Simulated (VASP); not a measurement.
# WS2 in VASP: notebook

The runs below take WS2 through single point, with revPBE, BLYP.

Program: VASP 6.6.1. These are calculated values, not measurements. Logs are shortened: lines on timing, memory, paths and dates and some standing lists are left out, and cuts for length are marked.

**1. The cell of the first run**

The cell holds a slab with vacuum, 3 atoms: a = 3.184 Å, b = 3.184 Å, c = 16.951 Å, α = 90.00°, β = 90.00°, γ = 120.00°.

**2. Single point, revPBE**

File INCAR:

```
SYSTEM = WS2
PREC     = Accurate       ! precision mode
ENCUT    = 520            ! plane-wave cutoff, eV
EDIFF    = 1E-6           ! SCF threshold, eV
ISMEAR   = -1             ! smearing method
SIGMA    = 0.05           ! smearing width, eV
LREAL    = .FALSE.        ! projectors in reciprocal space
LASPH    = .TRUE.         ! aspherical terms in the spheres
NELM     = 100            ! most SCF steps
ALGO     = Normal         ! electronic algorithm
ISIF     = 2              ! what is computed and relaxed
LWAVE    = .FALSE.        ! write WAVECAR
LCHARG   = .TRUE.         ! write CHGCAR
GGA      = RE             ! functional
LELF     = .TRUE.         ! ELF
LVHAR    = .TRUE.       
NBANDS   = 20             ! bands
```

File KPOINTS:

```
regular mesh
0
G
  10 10 2
  0 0 0
```

File POSCAR:

```
WS2
1.0
    3.1835163552      0.0000000000      0.0000000000
   -1.5917581776      2.7570060369      0.0000000000
    0.0000000000      0.0000000000     16.9505778900
W S
1 2
Direct
    0.0000000000      0.0000000000      0.0000000000
    0.3333333333      0.6666666667      0.0920005100
    0.3333333333      0.6666666667      0.9079994900
```

Potentials or basis: VASP PAW PBE potentials, release 64 (W_sv, S).

Launch:

```sh
$ cat potpaw_PBE.64/W_sv/POTCAR potpaw_PBE.64/S/POTCAR > POTCAR
$ mpirun -np 1 vasp_std > vasp.out
```

OUTCAR:

```text
SYSTEM = WS2
   PREC = Accurate
   ENCUT = 520
   EDIFF = 1E-6
   ISMEAR = -1
   LREAL = .FALSE.
   LASPH = .TRUE.
   NELM = 100
   ISIF = 2
   GGA = RE

 ion  position               nearest neighbor table
   1  0.000  0.000  0.000-   2 2.41   3 2.41   2 2.41   3 2.41   2 2.41   3 2.41
   2  0.333  0.667  0.092-   1 2.41   1 2.41   1 2.41
   3  0.333  0.667  0.908-   1 2.41   1 2.41   1 2.41

  LATTYP: Found a hexagonal cell.
 ALAT       =     3.1835163552
 C/A-ratio  =     5.3244827413

  Lattice vectors:

 A1 = (   3.1835163552,   0.0000000000,   0.0000000000)
 A2 = (  -1.5917581776,   2.7570060369,   0.0000000000)
 A3 = (   0.0000000000,   0.0000000000,  16.9505778900)

Analysis of symmetry for initial positions (statically):
=====================================================================
 Subroutine PRICEL returns:
 Original cell was already a primitive cell.

 Routine SETGRP: Setting up the symmetry group for a
 hexagonal supercell.

 Subroutine GETGRP returns: Found 12 space group operations
 (whereof 12 operations were pure point group operations)
 out of a pool of 24 trial point group operations.

The static configuration has the point symmetry D_3h.

Analysis of symmetry for dynamics (positions and initial velocities):
=====================================================================
 Subroutine PRICEL returns:
 Original cell was already a primitive cell.

 Routine SETGRP: Setting up the symmetry group for a
 hexagonal supercell.

 Subroutine GETGRP returns: Found 12 space group operations
 (whereof 12 operations were pure point group operations)
 out of a pool of 24 trial point group operations.

The dynamic configuration has the point symmetry D_3h.

 Subroutine INISYM returns: Found 12 space group operations
 (whereof 12 operations are pure point group operations),
 and found     1 'primitive' translations

----------------------------------------------------------------------------------------

                                     Primitive cell

  volume of cell :     148.7748

  direct lattice vectors                    reciprocal lattice vectors
     3.183516355  0.000000000  0.000000000     0.314118066  0.181356150  0.000000000
    -1.591758178  2.757006037  0.000000000     0.000000000  0.362712300  0.000000000
     0.000000000  0.000000000 16.950577890     0.000000000  0.000000000  0.058995039

  length of vectors
     3.183516355  3.183516355 16.950577890     0.362712300  0.362712300  0.058995039

  position of ions in fractional coordinates (direct lattice)
     0.000000000  0.000000000  0.000000000
     0.333333333  0.666666667  0.092000510
     0.333333333  0.666666667  0.907999490

  ion indices of the primitive-cell ions
   primitive index   ion index
                 1           1
                 2           2
                 3           3

----------------------------------------------------------------------------------------

 KPOINTS: regular mesh

Automatic generation of k-mesh.
 Grid dimensions read from file:
 generate k-points for:   10   10    2

 Generating k-lattice:

  Cartesian coordinates                     Fractional coordinates (reciprocal lattice)
     0.031411807  0.018135615  0.000000000     0.100000000 -0.000000000  0.000000000
     0.000000000  0.036271230  0.000000000     0.000000000  0.100000000  0.000000000
     0.000000000  0.000000000  0.029497519     0.000000000  0.000000000  0.500000000

  Length of vectors
     0.036271230  0.036271230  0.029497519

  Shift w.r.t. Gamma in fractional coordinates (k-lattice)
     0.000000000  0.000000000  0.000000000

 Subroutine IBZKPT returns following result:
 ===========================================

 Found     28 irreducible k-points:

 Following reciprocal coordinates:
            Coordinates               Weight
  0.000000  0.000000  0.000000      1.000000
  0.100000  0.000000  0.000000      6.000000
  0.200000  0.000000  0.000000      6.000000
  0.300000  0.000000  0.000000      6.000000
  0.400000 -0.000000  0.000000      6.000000
  0.500000  0.000000  0.000000      3.000000
[... 16 lines left out ...]
  0.300000  0.100000  0.500000     12.000000
  0.400000  0.100000  0.500000     12.000000
 [... further k-points ...]
   k-points           NKPTS =     28   k-points in BZ     NKDIM =     28   number of bands    NBANDS=     20
   number of dos      NEDOS =    301   number of ions     NIONS =      3
   total plane-waves  NPLWV =  72576
   dimension x,y,z NGX =    24 NGY =   24 NGZ =  126
   dimension x,y,z NGXF=    48 NGYF=   48 NGZF=  252
   ions per type =               1   2
   NGX,Y,Z   is equivalent  to a cutoff of  12.53, 12.53, 12.36 a.u.
   NGXF,Y,Z  is equivalent  to a cutoff of  25.07, 25.07, 24.72 a.u.
 SYSTEM =  WS2
   PREC   = accura    normal or accurate (medium, high low for compatibility)
   ISTART =      0    job   : 0-new  1-cont  2-samecut
   ICHARG =      2    charge: 1-file 2-atom 10-const
[... 83 lines left out ...]
     20       4.9670      0.00000

 k-point     3 :       0.2000    0.0000    0.0000
  band No.  band energies     occupation
      1     -75.1609      2.00000
      2     -39.3767      2.00000
      3     -39.3722      2.00000
      4     -39.2832      2.00000
      5     -15.2900      2.00000
      6     -14.0249      2.00000
[... 12 lines left out ...]
     19       4.9736      0.00000
     20       5.9039      0.00000

 k-point     4 :       0.3000    0.0000    0.0000
  band No.  band energies     occupation
      1     -75.1558      2.00000
      2     -39.4742      2.00000
      3     -39.3578      2.00000
      4     -39.3074      2.00000
      5     -14.6581      2.00000
      6     -13.8042      2.00000
[... 12 lines left out ...]
     19       5.7921      0.00000
     20       6.1918      0.00000

 k-point     5 :       0.4000   -0.0000    0.0000
  band No.  band energies     occupation
      1     -75.1516      2.00000
      2     -39.5553      2.00000
      3     -39.3424      2.00000
      4     -39.3268      2.00000
      5     -14.0581      2.00000
      6     -13.6044      2.00000
[... 12 lines left out ...]
     19       6.4145      0.00000
     20       6.4150      0.00000

 k-point     6 :       0.5000    0.0000    0.0000
  band No.  band energies     occupation
      1     -75.1500      2.00000
      2     -39.5860      2.00000
      3     -39.3365      2.00000
      4     -39.3342      2.00000
      5     -13.7965      2.00000
      6     -13.5218      2.00000
[... 12 lines left out ...]
     19       6.5941      0.00000
     20       6.8192      0.00000

 k-point     7 :       0.1000    0.1000    0.0000
  band No.  band energies     occupation
      1     -75.1622      2.00000
      2     -39.3814      2.00000
      3     -39.3441      2.00000
      4     -39.2795      2.00000
      5     -15.4350      2.00000
      6     -14.0761      2.00000
[... 12 lines left out ...]
     19       4.7942      0.00000
     20       5.7536      0.00000
[... 277 lines left out ...]
 k-point    20 :       0.5000    0.0000    0.5000
  band No.  band energies     occupation
      1     -75.1500      2.00000
      2     -39.5860      2.00000
      3     -39.3365      2.00000
      4     -39.3342      2.00000
      5     -13.7965      2.00000
      6     -13.5218      2.00000
[... 12 lines left out ...]
     19       6.5937      0.00000
     20       6.8208      0.00000

 k-point    21 :       0.1000    0.1000    0.5000
  band No.  band energies     occupation
      1     -75.1622      2.00000
      2     -39.3814      2.00000
      3     -39.3441      2.00000
      4     -39.2795      2.00000
      5     -15.4350      2.00000
      6     -14.0761      2.00000
[... 12 lines left out ...]
     19       4.7072      0.00000
     20       6.0197      0.00000

 k-point    22 :       0.2000    0.1000    0.5000
  band No.  band energies     occupation
      1     -75.1575      2.00000
      2     -39.4313      2.00000
      3     -39.3643      2.00000
      4     -39.3070      2.00000
      5     -14.8882      2.00000
      6     -13.8818      2.00000
[... 12 lines left out ...]
     19       5.3986      0.00000
     20       6.6983      0.00000

 k-point    23 :       0.3000    0.1000    0.5000
  band No.  band energies     occupation
      1     -75.1529      2.00000
      2     -39.5169      2.00000
      3     -39.3472      2.00000
      4     -39.3347      2.00000
      5     -14.2594      2.00000
      6     -13.6635      2.00000
[... 12 lines left out ...]
     19       6.2946      0.00000
     20       6.3146      0.00000

 k-point    24 :       0.4000    0.1000    0.5000
  band No.  band energies     occupation
      1     -75.1500      2.00000
      2     -39.5691      2.00000
      3     -39.3518      2.00000
      4     -39.3365      2.00000
      5     -13.8070      2.00000
      6     -13.5132      2.00000
[... 12 lines left out ...]
     19       7.0127      0.00000
     20       7.1251      0.00000

 [... further k-points ...]

------------------------ aborting loop because EDIFF is reached ----------------------------------------

  FORCE on cell =-STRESS in cart. coord.  units (eV):
  Direction    XX          YY          ZZ          XY          YZ          ZX
  --------------------------------------------------------------------------------------
  -------------------------------------------------------------------------------------
  Total        1.0466323      1.0466323      1.1846172      0.0000000     -0.0000000      0.0000000
  in kB       11.2713364     11.2713364     12.7573156      0.0000000     -0.0000000      0.0000000
  external PRESSURE =      11.7666628 kB  Pullay stress =       0.0000000 kB

 VOLUME and BASIS-vectors are now :
 -----------------------------------------------------------------------------
  energy-cutoff  :      520.00
  volume of cell :      148.77
      direct lattice vectors                 reciprocal lattice vectors
     3.183516355  0.000000000  0.000000000     0.314118066  0.181356150  0.000000000
    -1.591758178  2.757006037  0.000000000     0.000000000  0.362712300  0.000000000
     0.000000000  0.000000000 16.950577890     0.000000000  0.000000000  0.058995039

 POSITION                                       TOTAL-FORCE (eV/Angst)
 -----------------------------------------------------------------------------------
      0.00000      0.00000      0.00000         0.000000     -0.000000      0.000000
     -0.00000      1.83800      1.55946         0.000000      0.000000      0.389029
     -0.00000      1.83800     15.39112        -0.000000      0.000000     -0.389029
 -----------------------------------------------------------------------------------
    total drift:                                0.000000     -0.000000     -0.000000

  FREE ENERGIE OF THE ION-ELECTRON SYSTEM (eV)
  ---------------------------------------------------
  free  energy   TOTEN  =       -22.6612787051 eV

  energy  without entropy=      -22.6612787048  energy(sigma->0) =      -22.66127870
```

Run time: 92 s. Hardware: 1 thread of Intel Xeon Platinum 8488C (Sapphire Rapids), shared host; peak memory 0.28 GiB.

Results:

```
Free energy            : -22.6613 eV
Largest force          : 0.389 eV/Å
Band gap on the k mesh : 2.01 eV, indirect (least direct gap 2.16 eV)
```

Forces in eV/Å, atoms in the order of the input:
```
W    0.000  0.000  0.000
S    0.000  0.000  0.389
S    0.000  0.000 -0.389
```

Caveat: the PAW data sets were made with another functional, which shifts forces and pressure a little; spin-orbit coupling is left out, which moves the levels of the heavy elements.

**3. Single point, BLYP**

File INCAR:

```
SYSTEM = WS2
AGGAC = 1.0
AGGAX = 1.0
ALDAC = 0.0
ALDAX = 1.0
ALGO = Normal
EDIFF = 1E-7
ENCUT = 520
GGA = B5
ISIF = 2
ISMEAR = -1
LASPH = .True.
LCHARG = .False.
LREAL = .False.
LWAVE = .False.
NBANDS = 20
NELM = 80
PREC = Accurate
SIGMA = 0.05
```

File KPOINTS:

```
k-points
0
Gamma
  10 10 2
  0 0 0
```

POSCAR is that of step 2.

Potentials or basis: VASP PAW PBE potentials, release 64 (W_sv, S).

Launch:

```sh
$ cat potpaw_PBE.64/W_sv/POTCAR potpaw_PBE.64/S/POTCAR > POTCAR
$ mpirun -np 1 vasp_std > vasp.out
```

It took 2.2 min on 1 thread of Intel Xeon Platinum 8488C (Sapphire Rapids), shared host; peak memory 0.29 GiB.

The run converged. Its results:

- Free energy: -20.9233 eV
- Largest force: 0.794 eV/Å
- Band gap on the k mesh: 2.00 eV, indirect (least direct gap 2.15 eV)

Forces in eV/Å, atoms in the order of the input:
```
W    0.000  0.000  0.000
S    0.000  0.000  0.794
S    0.000  0.000 -0.794
```

Levels at points of the mesh, in eV from the valence-band top:
```csv
k point,band 11,band 12,band 13,band 14,band 15,band 16
"(0.00, 0.00, 0.00)",-1.67,-1.67,0.00,2.91,2.91,3.05
"(0.50, 0.00, 0.00)",-2.08,-1.27,-0.81,2.79,3.27,4.12
"(0.00, 0.00, 0.50)",-1.67,-1.67,0.00,2.91,2.91,3.05
"(0.50, 0.00, 0.50)",-2.08,-1.27,-0.81,2.79,3.27,4.12
```

Caveat: the PAW data sets were made with another functional, which shifts forces and pressure a little; spin-orbit coupling is left out, which moves the levels of the heavy elements.

**4. Single point, revPBE**

This run uses another cell than the first one, of 50.30 Å³/atom, 1.014 times its volume.

File INCAR:

```
SYSTEM = WS2
  PREC = Accurate
  ENCUT = 520
  EDIFF = 1E-6
  ISMEAR = -1
  SIGMA = 0.05
  LREAL = .FALSE.
  LASPH = .TRUE.
  NELM = 80
  ALGO = Normal
  ISIF = 2
  LWAVE = .FALSE.
  LCHARG = .TRUE.
  GGA = RE
  LELF = .TRUE.
  LVHAR = .TRUE.
  NBANDS = 20
```

File KPOINTS:

```
Automatic mesh
0
G
  10 10 2
  0 0 0
```

File POSCAR:

```
WS2
1.0
    3.2060020171      0.0000000000      0.0000000000
   -1.6030010086      2.7764791914      0.0000000000
    0.0000000000      0.0000000000     16.9511465614
W S
1 2
Direct
    0.0000000000      0.0000000000      0.0000000000
    0.3333333333      0.6666666667      0.0926881505
    0.3333333333      0.6666666667      0.9073118495
```

Launch:

```sh
$ cat potpaw_PBE.64/W_sv/POTCAR potpaw_PBE.64/S/POTCAR > POTCAR
$ mpirun -np 1 vasp_std > vasp.out
```

Wall time 75 s (1 thread of Intel Xeon Platinum 8488C (Sapphire Rapids), shared host); peak memory 0.28 GiB.

The run converged. Its results:

```
Free energy            : -22.6729 eV
Band gap on the k mesh : 1.95 eV, indirect (least direct gap 2.10 eV)
```

Forces in eV/Å, atoms in the order of the input:
```
W    0.000  0.000  0.000
S    0.000  0.000  0.002
S    0.000  0.000 -0.002
```

Levels at points of the mesh, in eV from the valence-band top:
| k point | band 9 | band 10 | band 11 | band 12 | band 13 | band 14 | band 15 | band 16 | band 17 | band 18 |
| --- | --- | --- | --- | --- | --- | --- | --- | --- | --- | --- |
| (0.00, 0.00, 0.00) | -2.84 | -2.06 | -1.64 | -1.64 | 0.00 | 2.82 | 2.82 | 2.97 | 2.97 | 4.85 |
| (0.50, 0.00, 0.00) | -4.38 | -3.38 | -2.12 | -1.32 | -0.92 | 2.76 | 3.22 | 4.03 | 4.63 | 5.09 |
| (0.00, 0.00, 0.50) | -2.84 | -2.06 | -1.64 | -1.64 | 0.00 | 2.82 | 2.82 | 2.97 | 2.97 | 4.91 |
| (0.50, 0.00, 0.50) | -4.38 | -3.38 | -2.12 | -1.32 | -0.92 | 2.76 | 3.22 | 4.03 | 4.63 | 5.09 |

Caveat: the PAW data sets were made with another functional, which shifts forces and pressure a little; spin-orbit coupling is left out, which moves the levels of the heavy elements.

**5. Single point, BLYP**

This run uses another cell than the first one, of 52.03 Å³/atom, 1.049 times its volume.

File INCAR:

```
PREC = Accurate
ENCUT = 520
EDIFF = 1E-6
ISMEAR = -1
SIGMA = 0.05
LREAL = False
LASPH = True
NELM = 80
ALGO = Normal
ISIF = 2
LWAVE = False
LCHARG = False
GGA = B5
ALDAX = 1.0
AGGAX = 1.0
AGGAC = 1.0
ALDAC = 0.0
NBANDS = 20
```

File KPOINTS:

```
Automatic mesh
0
Gamma
  10 10 2
```

File POSCAR:

```
WS2
1.0
    3.2607109668      0.0000000000      0.0000000000
   -1.6303554834      2.8238585316      0.0000000000
    0.0000000000      0.0000000000     16.9524992252
W S
1 2
Direct
    0.0000000000      0.0000000000      0.0000000000
    0.3333333333      0.6666666667      0.0927205370
    0.3333333333      0.6666666667      0.9072794630
```

Launch:

```sh
$ cat potpaw_PBE.64/W_sv/POTCAR potpaw_PBE.64/S/POTCAR > POTCAR
$ mpirun -np 1 vasp_std > vasp.out
```

Run time: 86 s. Hardware: 1 thread of Intel Xeon Platinum 8488C (Sapphire Rapids), shared host; peak memory 0.28 GiB.

The run converged. Its results:

* Free energy: -21.0138 eV
* Largest force: 0.034 eV/Å
* Band gap on the k mesh: 1.64 eV, indirect (least direct gap 1.92 eV)

Forces on the atoms (eV/Å):
```
W    0.000  0.000  0.000
S    0.000  0.000  0.034
S    0.000  0.000 -0.034
```

Levels at points of the mesh, in eV from the valence-band top:
```
           k point  band 9  band 10  band 11  band 12  band 13  band 14  band 15  band 16  band 17  band 18
(0.00, 0.00, 0.00)   -2.93    -2.02    -1.81    -1.81     0.00     2.59     2.59     2.71     2.71     4.66
(0.50, 0.00, 0.00)   -4.24    -3.42    -2.08    -1.47    -0.86     2.38     2.83     3.82     4.33     4.94
(0.00, 0.00, 0.50)   -2.93    -2.02    -1.81    -1.81     0.00     2.59     2.59     2.71     2.71     4.69
(0.50, 0.00, 0.50)   -4.24    -3.42    -2.08    -1.47    -0.86     2.38     2.83     3.82     4.33     4.94
```

Caveat: the PAW data sets were made with another functional, which shifts forces and pressure a little; spin-orbit coupling is left out, which moves the levels of the heavy elements.

**6. Overview**

```csv
level,cell,gap on the mesh (eV),largest force (eV/Å)
revPBE,"a = 3.184, b = 3.184, c = 16.951 Å, angles 90.0, 90.0, 120.0°, 3 atoms",2.01,0.39
BLYP,"a = 3.184, b = 3.184, c = 16.951 Å, angles 90.0, 90.0, 120.0°, 3 atoms",2.00,0.79
revPBE,"a = 3.206, b = 3.206, c = 16.951 Å, angles 90.0, 90.0, 120.0°, 3 atoms",1.95,-
BLYP,"a = 3.261, b = 3.261, c = 16.952 Å, angles 90.0, 90.0, 120.0°, 3 atoms",1.64,0.03
```

Alike in all rows: task single point; potentials or basis VASP PAW PBE potentials, release 64 (W_sv, S); no spin polarisation; k mesh 10 × 10 × 2; cutoff (eV) 520; smearing fermi-dirac 0.05 eV.

Caveats: the PAW data sets were made with another functional, which shifts forces and pressure a little; spin-orbit coupling is left out, which moves the levels of the heavy elements.

Total energies depend on the potentials used, so only differences within one code and one set of settings carry meaning.
